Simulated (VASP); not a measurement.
A run of VASP 6.6.1:

Contents of INCAR:

```
  PREC = Accurate
  ENCUT = 520
  EDIFF = 1E-6
  ISMEAR = -1
  SIGMA = 0.05
  LREAL = False
  LASPH = True
  NELM = 100
  ALGO = Normal
  ISIF = 2
  LWAVE = False
  LCHARG = True
  GGA = PS
  LELF = True
  LVHAR = True
  NBANDS = 51
```

The input KPOINTS:

```
Automatic mesh
0
Gamma
  7 7 6
```

POSCAR

```
BaTiO3
1.0
    4.5338760500     -2.9379638800     -2.8444881300
   -4.1791542400     -2.1732400700      2.5787236500
   -4.6762392700      2.6713797400     -2.7780311600
Ba Ti O
2 2 6
Direct
    0.9929438400      0.4986419800      0.4991208400
    0.9981196900      0.9966392300      0.0001370000
    0.4952686900      0.2509026300      0.7392901800
    0.4933295800      0.7515767200      0.2408135500
    0.5108239000      0.5021635500      0.0106287500
    0.5104097200      0.0023124000      0.5087025000
    0.4954844800      0.4957351500      0.4991277600
    0.4955713100      0.9926633600      0.9992015800
    0.0111918500      0.0068669100      0.5088670800
    0.0044169400      0.5024980700      0.0016707600
```

Potentials or basis: VASP PAW PBE potentials, release 64 (Ba_sv, Ti_sv, O).

Launch:

```sh
$ cat potpaw_PBE.64/Ba_sv/POTCAR potpaw_PBE.64/Ti_sv/POTCAR potpaw_PBE.64/O/POTCAR > POTCAR
$ mpirun -np 1 vasp_std > vasp.out
```

Hardware: 1 thread of Oxide Virtual Turin-like Processor, with other jobs on the host.

**Question.** How long does it take, and how much memory?

**Answer.** Run time: 40 min on 1 thread of Oxide Virtual Turin-like Processor, on a shared host, peak memory 0.8 GiB. Counts: scf iterations 16, k points 148.
